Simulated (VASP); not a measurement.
# V in VASP: single point with PBE

Aim: the single point of V with PBE.

Program: VASP 6.6.1. These are calculated values, not measurements. Logs are shortened: lines on timing, memory, paths and dates and some standing lists are left out, and cuts for length are marked.

## 1. The cell of the first run

The cell holds a slab with vacuum, 1 atom: a = 2.596 Å, b = 2.596 Å, c = 16.000 Å, α = 90.00°, β = 90.00°, γ = 109.47°.

## 2. Single point, PBE

POSCAR reads:

```
V
1.0
    2.5962697459      0.0000000000      0.0000000000
   -0.8654232486      2.4477865908      0.0000000000
    0.0000000000      0.0000000000     16.0000000000
V
1
Direct
    0.0000000000      0.0000000000      0.5000000000
```

INCAR.step1 reads:

```
SYSTEM = V
PREC = Accurate
ENCUT = 400
EDIFF = 1E-6
ISMEAR = -1
SIGMA = 0.08
LREAL = .False.
LASPH = .True.
NELM = 120
ALGO = Normal
ISIF = 2
LWAVE = .False.
LCHARG = .True.
LMAXMIX = 4
LDIPOL = .True.
IDIPOL = 3
DIPOL = 0.5 0.5 0.500
GGA = PE
NBANDS = 12
GGA_COMPAT = .False.
NEDOS = 2001
LORBIT = 11
NELMDL = -8
```

KPOINTS.step1 reads:

```
regular mesh
0
Gamma
  15 15 1
  0 0 0
```

INCAR.step2 reads:

```
SYSTEM = V
PREC = Accurate
ENCUT = 400
EDIFF = 1E-6
ISMEAR = -5
SIGMA = 0.08
LREAL = .False.
LASPH = .True.
NELM = 120
ALGO = Normal
ISIF = 2
LWAVE = .False.
LCHARG = .False.
LMAXMIX = 4
LDIPOL = .True.
IDIPOL = 3
DIPOL = 0.5 0.5 0.500
GGA = PE
LORBIT = 11
NEDOS = 2001
ICHARG = 11
GGA_COMPAT = .False.
NELMDL = -8
```

KPOINTS.step2 reads:

```
regular mesh
0
Gamma
  23 23 1
  0 0 0
```

Potentials or basis: VASP PAW PBE potentials, release 64 (V_sv).

On the command line:

```sh
$ cat potpaw_PBE.64/V_sv/POTCAR > POTCAR
$ cp INCAR.step1 INCAR
$ cp KPOINTS.step1 KPOINTS
$ mpirun -np 1 vasp_std > vasp.out
$ cp INCAR.step2 INCAR
$ cp KPOINTS.step2 KPOINTS
$ mpirun -np 1 vasp_std > vasp.out
```

OUTCAR:

```text
SYSTEM = V
   PREC = Accurate
   ENCUT = 400
   EDIFF = 1E-6
   ISMEAR = -5
   LREAL = .False.
   LASPH = .True.
   NELM = 120
   ISIF = 2
   GGA = PE
   LORBIT = 11
   ICHARG = 11
   NELMDL = -8

 ion  position               nearest neighbor table
   1  0.000  0.000  0.500-

  LATTYP: Found a base centered orthorhombic cell.
 ALAT       =     2.9979140734
 B/A-ratio  =     1.4142135624
 C/A-ratio  =     5.3370442276

  Lattice vectors:

 A1 = (   2.5962697459,   0.0000000000,   0.0000000000)
 A2 = (  -0.8654232486,   2.4477865908,   0.0000000000)
 A3 = (   0.0000000000,   0.0000000000,  16.0000000000)

Analysis of symmetry for initial positions (statically):
=====================================================================
 Subroutine PRICEL returns:
 Original cell was already a primitive cell.

 Routine SETGRP: Setting up the symmetry group for a
 base centered orthorhombic supercell.

 Subroutine GETGRP returns: Found  8 space group operations
 (whereof  8 operations were pure point group operations)
 out of a pool of  8 trial point group operations.

The static configuration has the point symmetry D_2h.

Analysis of symmetry for dynamics (positions and initial velocities):
=====================================================================
 Subroutine PRICEL returns:
 Original cell was already a primitive cell.

 Routine SETGRP: Setting up the symmetry group for a
 base centered orthorhombic supercell.

 Subroutine GETGRP returns: Found  8 space group operations
 (whereof  8 operations were pure point group operations)
 out of a pool of  8 trial point group operations.

The dynamic configuration has the point symmetry D_2h.

 Subroutine INISYM returns: Found  8 space group operations
 (whereof  8 operations are pure point group operations),
 and found     1 'primitive' translations

----------------------------------------------------------------------------------------

                                     Primitive cell

  volume of cell :     101.6818

  direct lattice vectors                    reciprocal lattice vectors
     2.596269746  0.000000000  0.000000000     0.385167990  0.136177449  0.000000000
    -0.865423249  2.447786591  0.000000000     0.000000000  0.408532347  0.000000000
     0.000000000  0.000000000 16.000000000     0.000000000  0.000000000  0.062500000

  length of vectors
     2.596269746  2.596269746 16.000000000     0.408532347  0.408532347  0.062500000

  position of ions in fractional coordinates (direct lattice)
     0.000000000  0.000000000  0.500000000

  ion indices of the primitive-cell ions
   primitive index   ion index
                 1           1

----------------------------------------------------------------------------------------

 KPOINTS: regular mesh

Automatic generation of k-mesh.
 Grid dimensions read from file:
 generate k-points for:   23   23    1

 Generating k-lattice:

  Cartesian coordinates                     Fractional coordinates (reciprocal lattice)
     0.016746434  0.005920759  0.000000000     0.043478261 -0.000000000  0.000000000
     0.000000000  0.017762276  0.000000000     0.000000000  0.043478261  0.000000000
     0.000000000  0.000000000  0.062500000     0.000000000  0.000000000  1.000000000

  Length of vectors
     0.017762276  0.017762276  0.062500000

  Shift w.r.t. Gamma in fractional coordinates (k-lattice)
     0.000000000  0.000000000  0.000000000

 TETIRR: Found    804 inequivalent tetrahedra from     3174

 Subroutine IBZKPT returns following result:
 ===========================================

 Found    144 irreducible k-points:

 Following reciprocal coordinates:
            Coordinates               Weight
  0.000000  0.000000  0.000000      1.000000
  0.043478  0.000000  0.000000      4.000000
  0.086957 -0.000000  0.000000      4.000000
  0.130435 -0.000000  0.000000      4.000000
  0.173913 -0.000000  0.000000      4.000000
  0.217391  0.000000  0.000000      4.000000
[... 16 lines left out ...]
  0.478261  0.043478  0.000000      4.000000
 -0.478261  0.043478  0.000000      4.000000
 [... further k-points ...]
   k-points           NKPTS =    144   k-points in BZ     NKDIM =    144   number of bands    NBANDS=     10
   number of dos      NEDOS =   2001   number of ions     NIONS =      1
   total plane-waves  NPLWV =  34992
   dimension x,y,z NGX =    18 NGY =   18 NGZ =  108
   dimension x,y,z NGXF=    36 NGYF=   36 NGZF=  216
   ions per type =               1
   NGX,Y,Z   is equivalent  to a cutoff of  11.53, 11.53, 11.22 a.u.
   NGXF,Y,Z  is equivalent  to a cutoff of  23.05, 23.05, 22.44 a.u.
 SYSTEM =  V
   PREC   = accura    normal or accurate (medium, high low for compatibility)
   ISTART =      0    job   : 0-new  1-cont  2-samecut
   ICHARG =     11    charge: 1-file 2-atom 10-const
   ISPIN  =      1    spin polarized calculation?
   LNONCOLLINEAR =      F non collinear calculations
   LSORBIT =      F    spin-orbit coupling
   LASPH  =      T    aspherical Exc in radial PAW
   ENCUT  =  400.0 eV  29.40 Ry    5.42 a.u.   4.23  4.23 26.09*2*pi/ulx,y,z
   NELM   =    120;   NELMIN=  2; NELMDL= -8     # of ELM steps
   EDIFF  = 0.1E-05   stopping-criterion for ELM
   LREAL  =      F    real-space projection
   EDIFFG = 0.1E-04   stopping-criterion for IOM
   NSW    =      0    number of steps for IOM
   IBRION =     -1    ionic relax: 0-MD 1-quasi-New 2-CG
   NFREE  =      0    steps in history (QN), initial steepest desc. (CG)
   ISIF   =      2    stress and relaxation
   ISYM   =      2    0-nonsym 1-usesym 2-fastsym
   POTIM  = 0.5000    time-step for ionic-motion
   TEBEG  =    0.0;   TEEND  =   0.0 temperature during run
   PSTRESS=    0.0 pullay stress
   NELECT =      13.0000    total number of electrons
   NUPDOWN=      -1.0000    fix difference up-down
   EMIN   =  10.00;   EMAX   =-10.00  energy-range for DOS
   EFERMI =   0.00;   METHOD = LEGACY
   ISMEAR =    -5;   SIGMA  =   0.08  broadening in eV -4-tet -1-fermi 0-gaus
   EFERMI_NEDOS =   21; number of points for ismear=-14 and -15
   IALGO  =     38    algorithm
   IMIX   =      4    mixing-type and parameters
     AMIX     =   0.40;   BMIX     =  1.00
     AMIX_MAG =   1.60;   BMIX_MAG =  1.00
  volume/ion in A,a.u.               =     101.68       686.18
  Fermi-wavevector in a.u.,A,eV,Ry     =   0.824723  1.558501  9.254250  0.680168
  Thomas-Fermi vector in A             =   1.936458
   LORBIT       =     11    0 simple, 1 ext, 2 COOP (PROOUT), +10 PAW based schemes
   GGA     = PE    functional components
   LHFCALC =     F    Hartree Fock is set to
   AEXX    =    0.0000 exact exchange contribution
   IVDW    =     0    specifies the selected vdW correction
   LEPSILON=     F    determine dielectric tensor
   LRPA    =     F    only Hartree local field effects (RPA)
 non-spin polarized calculation
 Fermi weights with tetrahedron method with Bloechl corrections
  energy-cutoff  :      400.00
  volume of cell :      101.68
 maximum number of plane-waves:      1874
 NGX is ok and might be reduce to    18

 number of electron      12.9999988 magnetization

 dipolmoment           0.000000      0.000000      0.000000 electrons x Angstroem

 Free energy of the ion-electron system (eV)
  ---------------------------------------------------
  ext. energy  EPLUGINS =         0.00000000
  ---------------------------------------------------
  free energy    TOTEN  =        -6.65123572 eV

  energy without entropy =       -6.65123572  energy(sigma->0) =       -6.65123572

 E-fermi :  -2.5376     XC(G=0):  -3.0666

 val. band max:       -2.5467469941   @ k =  -0.2174   0.0435   0.0000
 cond. band min:      -2.5564261576   @ k =   0.3478   0.3478   0.0000
 fundamental gap:     -0.0096791636
 Fermi energy:        -2.5375899368

 k-point     1 :       0.0000    0.0000    0.0000
  band No.  band energies     occupation
      1     -66.6573      2.00000
      2     -40.7334      2.00000
      3     -40.1465      2.00000
      4     -39.8833      2.00000
      5      -6.8589      2.00000
      6      -3.1779      2.00000
      7      -3.1621      2.00000
      8      -2.1854      0.00000
      9      -0.7620      0.00000
     10      -0.6745      0.00000

 k-point     2 :       0.0435    0.0000    0.0000
  band No.  band energies     occupation
      1     -66.6556      2.00000
      2     -40.7320      2.00000
      3     -40.1526      2.00000
      4     -39.8901      2.00000
      5      -6.7996      2.00000
      6      -3.1697      2.00000
      7      -3.1348      2.00000
      8      -2.2217      0.00000
      9      -0.7259      0.00000
     10      -0.6812      0.00000

 k-point     3 :       0.0870   -0.0000    0.0000
  band No.  band energies     occupation
      1     -66.6504      2.00000
      2     -40.7276      2.00000
      3     -40.1715      2.00000
      4     -39.9082      2.00000
      5      -6.6248      2.00000
      6      -3.1517      2.00000
      7      -3.0494      2.00000
      8      -2.3248      0.00000
      9      -0.6930      0.00000
     10      -0.6364      0.00000

 k-point     4 :       0.1304   -0.0000    0.0000
  band No.  band energies     occupation
      1     -66.6422      2.00000
      2     -40.7208      2.00000
      3     -40.2060      2.00000
      4     -39.9323      2.00000
      5      -6.3434      2.00000
      6      -3.1277      2.00000
      7      -2.9121      2.00000
      8      -2.4801      0.27737
      9      -0.6966      0.00000
     10      -0.5604      0.00000

 k-point     5 :       0.1739   -0.0000    0.0000
  band No.  band energies     occupation
      1     -66.6315      2.00000
      2     -40.7119      2.00000
      3     -40.2577      2.00000
      4     -39.9560      2.00000
      5      -5.9730      2.00000
      6      -3.0981      2.00000
      7      -2.7319      2.00000
      8      -2.6696      2.20399
      9      -0.6698      0.00000
     10      -0.5639      0.00000

 k-point     6 :       0.2174    0.0000    0.0000
  band No.  band energies     occupation
      1     -66.6192      2.00000
      2     -40.7016      2.00000
      3     -40.3245      2.00000
      4     -39.9757      2.00000
      5      -5.5444      2.00000
      6      -3.0503      2.00000
      7      -2.8752      2.00000
      8      -2.5215      0.68104
      9      -0.5960      0.00000
     10      -0.5816      0.00000
[... 183 lines left out ...]
 k-point    21 :       0.3913    0.0435    0.0000
  band No.  band energies     occupation
      1     -66.5694      2.00000
      2     -40.6600      2.00000
      3     -40.6146      2.00000
      4     -40.0291      2.00000
      5      -4.4188      2.00000
      6      -3.5709      2.00000
      7      -1.8103      0.00000
      8      -1.3227      0.00000
      9      -0.7557      0.00000
     10       0.0954      0.00000

 k-point    22 :       0.4348    0.0435    0.0000
  band No.  band energies     occupation
      1     -66.5631      2.00000
      2     -40.6550      2.00000
      3     -40.6537      2.00000
      4     -40.0313      2.00000
      5      -4.3909      2.00000
      6      -3.6540      2.00000
      7      -1.6531      0.00000
      8      -0.9128      0.00000
      9      -0.7525      0.00000
     10       0.2373      0.00000

 k-point    23 :       0.4783    0.0435    0.0000
  band No.  band energies     occupation
      1     -66.5600      2.00000
      2     -40.6721      2.00000
      3     -40.6525      2.00000
      4     -40.0314      2.00000
      5      -4.3730      2.00000
      6      -3.6934      2.00000
      7      -1.5932      0.00000
      8      -0.8143      0.00000
      9      -0.7417      0.00000
     10       0.4196      0.00000

 k-point    24 :      -0.4783    0.0435    0.0000
  band No.  band energies     occupation
      1     -66.5606      2.00000
      2     -40.6686      2.00000
      3     -40.6530      2.00000
      4     -40.0298      2.00000
      5      -4.3550      2.00000
      6      -3.6868      2.00000
      7      -1.6078      0.00000
      8      -1.0612      0.00000
      9      -0.7251      0.00000
     10       0.4871      0.00000

 [... further k-points ...]

------------------------ aborting loop because EDIFF is reached ----------------------------------------

 vacuum level on the upper side and lower side of the slab       (xc-potential included)        -0.099        -0.099

  FORCE on cell =-STRESS in cart. coord.  units (eV):
  Direction    XX          YY          ZZ          XY          YZ          ZX
  --------------------------------------------------------------------------------------
  -------------------------------------------------------------------------------------
  Total       -3.8602567     -3.7559076     -0.4703874      0.1475719      0.0000000      0.0000000
  in kB      -60.8251821    -59.1809774     -7.4117866      2.3252565      0.0000000      0.0000000
  external PRESSURE =     -42.4726487 kB  Pullay stress =       0.0000000 kB

 VOLUME and BASIS-vectors are now :
 -----------------------------------------------------------------------------
  energy-cutoff  :      400.00
  volume of cell :      101.68
      direct lattice vectors                 reciprocal lattice vectors
     2.596269746  0.000000000  0.000000000     0.385167990  0.136177449  0.000000000
    -0.865423249  2.447786591  0.000000000     0.000000000  0.408532347  0.000000000
     0.000000000  0.000000000 16.000000000     0.000000000  0.000000000  0.062500000

 POSITION                                       TOTAL-FORCE (eV/Angst)
 -----------------------------------------------------------------------------------
      0.00000      0.00000      8.00000         0.000000      0.000000      0.000000
 -----------------------------------------------------------------------------------
    total drift:                               -0.000000     -0.000000      0.000000

  FREE ENERGIE OF THE ION-ELECTRON SYSTEM (eV)
  ---------------------------------------------------
  free  energy   TOTEN  =        -6.6512357237 eV

  energy  without entropy=       -6.6512357237  energy(sigma->0) =       -6.65123572

 vacuum level on the upper side and lower side of the slab         2.072         2.072

 total charge

# of ion       s       p       d       tot
------------------------------------------
    1        2.304   6.081   3.025  11.410
```

It took 70 s on 1 thread of Intel Xeon Platinum 8488C (Sapphire Rapids), shared host; peak memory 0.24 GiB.

What came out:

| Property | Result |
| --- | --- |
| Valence electrons inside the program's atomic spheres | V 11.41 |

Levels at points of the mesh, in eV from the Fermi level:
```csv
k point,band 4,band 5,band 6,band 7,band 8,band 9
"(0.00, 0.00, 0.00)",-37.35,-4.32,-0.64,-0.62,0.35,1.78
```

Caveat: tetrahedron occupations give inexact forces and stress in metals.
